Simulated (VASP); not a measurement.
Input of a VASP 6.6.1 run:

Contents of INCAR:

```
PREC = Accurate
ENCUT = 450
EDIFF = 1E-7
ISMEAR = 0
SIGMA = 0.1
LREAL = F
LASPH = T
NELM = 120
ALGO = Normal
ISIF = 2
LWAVE = F
LCHARG = F
LDIPOL = T
IDIPOL = 3
DIPOL = 0.5 0.5 0.312
GGA = CA
IBRION = 2
NSW = 36
EDIFFG = -0.025
GGA_COMPAT = F
NELMIN = 4
NELMDL = -8
KPAR = 4
```

File KPOINTS:

```
Automatic mesh
0
Gamma
  4 6 1
```

File POSCAR:

```
Sc8H
1.0
    6.4591689165      0.0000000000      0.0000000000
    0.0000000000      4.9849552023      0.0000000000
    0.0000000000      0.0000000000     19.0264987477
Sc H
8 1
Selective dynamics
Direct
    0.0000000000      0.7500000000      0.2102331098  F F F
    0.5000000000      0.7500000000      0.2102331098  F F F
    0.2500000000      0.2500000000      0.2592332301  F F F
    0.7500000000      0.2500000000      0.2592332301  F F F
    0.2500000000      0.7500000000      0.3431453096  F F F
    0.7500000000      0.7500000000      0.3431453096  F F F
    0.0000000000      0.2500000000      0.3955798094  F F F
    0.5000000000      0.2500000000      0.3955798094  F F F
    0.0000000000      0.7500000000      0.3951216706  F F T
```

Potentials or basis: VASP PAW LDA potentials, release 64 (Sc_sv, H).

The run is started by

```sh
$ cat potpaw_LDA.64/Sc_sv/POTCAR potpaw_LDA.64/H/POTCAR > POTCAR
$ mpirun -np 4 vasp_std > vasp.out
```

**Question.** Estimate the energy gained by relaxing.

**Answer.** 17.2 meV/atom.

**Question.** Estimate the band gap on the k mesh.

**Answer.** Zero (an odd number of electrons rules out a gap without spin polarisation).

The path:
| step | energy change (eV) | largest force on free atoms (eV/Å) | pressure (GPa) |
| --- | --- | --- | --- |
| 1 | 0.0000 | 0.9520 | -0.12 |
| 2 | -0.0406 | 0.8171 | -0.16 |
| 3 | -0.1251 | 0.4105 | -0.28 |
| 4 | -0.1324 | 0.3348 | -0.46 |
| 5 | -0.1545 | 0.0173 | -0.38 |
